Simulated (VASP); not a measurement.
A run of VASP 6.6.1:

The input POSCAR:

```
BN
1.0
    2.5009401976      0.0000000000      0.0000000000
   -1.2504700988      2.1658777445      0.0000000000
    0.0000000000      0.0000000000      6.8720656451
B N
2 2
Direct
    0.3333333333      0.6666666667      0.2500000000
    0.6666666667      0.3333333333      0.7500000000
    0.3333333333      0.6666666667      0.7500000000
    0.6666666667      0.3333333333      0.2500000000
```

Contents of INCAR.step1:

```
  PREC = Accurate
  ENCUT = 520
  ISMEAR = -1
  SIGMA = 0.08
  LREAL = False
  LASPH = True
  NELM = 60
  NBANDS = 16
  GGA = PE
  ALGO = Normal
  EDIFF = 1E-4
  LWAVE = True
  LCHARG = False
```

Contents of INCAR.step2:

```
  PREC = Accurate
  ENCUT = 520
  EDIFF = 1E-6
  ISMEAR = -1
  SIGMA = 0.08
  LREAL = False
  LASPH = True
  NELM = 60
  ALGO = Normal
  ISIF = 2
  LWAVE = False
  LCHARG = False
  METAGGA = R2SCAN
  LMIXTAU = True
  NBANDS = 16
  ISTART = 1
```

KPOINTS

```
regular mesh
0
Gamma
  20 20 6
```

Potentials or basis: VASP PAW PBE potentials, release 64 (B, N).

Command:

```sh
$ cat potpaw_PBE.64/B/POTCAR potpaw_PBE.64/N/POTCAR > POTCAR
$ cp INCAR.step1 INCAR
$ mpirun -np 1 vasp_std > vasp.out
$ cp INCAR.step2 INCAR
$ mpirun -np 1 vasp_std > vasp.out
```

Hardware: 1 thread of Intel(R) Xeon(R) 6975P-C (Granite Rapids), with other jobs on the host.

Task: Estimate the wall time of this run.

Result: It took 2.9 min on 1 thread of Intel(R) Xeon(R) 6975P-C (Granite Rapids), with other jobs on the host, peak memory 0.22 GiB. Counts: k points 176.
